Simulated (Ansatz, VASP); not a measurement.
## Two plane-wave programs on V

File POSCAR:

```
V
1.0
   -2.3544392031      2.3544392031      1.2843900470
    2.3544392031     -2.3544392031      1.2843900470
    2.3544392031      2.3544392031     -1.2843900470
V
2
Direct
    0.0000000000      0.0000000000      0.0000000000
    0.7500000000      0.2500000000      0.5000000000
```

The input INCAR.step1:

```
PREC = Accurate
ENCUT = 600
ISMEAR = 0
SIGMA = 0.1
LREAL = F
LASPH = T
NELM = 80
GGA = PE
ALGO = Normal
EDIFF = 1E-4
LWAVE = T
LCHARG = F
```

INCAR.step2

```
PREC = Accurate
ENCUT = 600
EDIFF = 1E-6
ISMEAR = 0
SIGMA = 0.1
LREAL = F
LASPH = T
NELM = 80
ALGO = Normal
ISIF = 3
LWAVE = F
LCHARG = F
METAGGA = R2SCAN
LMIXTAU = T
IBRION = 2
NSW = 90
EDIFFG = -0.04
ISTART = 1
```

File KPOINTS:

```
regular mesh
0
Gamma
  8 8 8
```

Input for Ansatz:

```yaml
crystal:
  lattice:
    - [-2.3544392031, 2.3544392031, 1.284390047]
    - [2.3544392031, -2.3544392031, 1.284390047]
    - [2.3544392031, 2.3544392031, -1.284390047]
  atoms:
    - { symbol: V, position: [0.0, 0.0, 0.0] }
    - { symbol: V, position: [0.75, 0.25, 0.5] }
basis:
  ecutwfc: 500
kpoints:
  mp_grid: { grid: [8, 8, 8] }
hamiltonian:
  xc: r2scan
scf:
  occupations: { method: gaussian, width: 0.1 }
  lower_state_search: "off"
output:
  forces: true
  stress: true
  eigenvalues: true
relax:
  adjacent_minimum: "off"
  f_tol: 0.04
  max_steps: 70
  cell: { stress_tol: 0.4 }
```

Alike in both runs: task relaxation of cell and atoms; functional r2SCAN; k mesh 8 × 8 × 8; occupations gaussian, width 0.1 eV; no spin polarisation.

```csv
,VASP,Ansatz
version,VASP 6.6.1,Ansatz 0.2.0
potentials or method,"VASP PAW PBE potentials, release 64 (V_sv), cutoff 600 eV","scalar-relativistic, plane waves, PAW"
valence electrons in the cell,26,26
```

VASP gave:

```
gap on the k mesh at the Fermi level, each at its own relaxed structure (eV) : none
relaxed volume (Å³/atom)                                                     : 13.76
relaxed cell length with the largest relative difference (Å)                 : 3.524
```

**Question.** Estimate Ansatz's values.

**Answer.** gap on the k mesh at the Fermi level, each at its own relaxed structure (eV): none; relaxed volume (Å³/atom): 13.70; relaxed cell length with the largest relative difference (Å): 3.515.

VASP's potentials were made for PBE, not for r2SCAN. A gap of «none» marks a metal or a gap that the smearing closes.
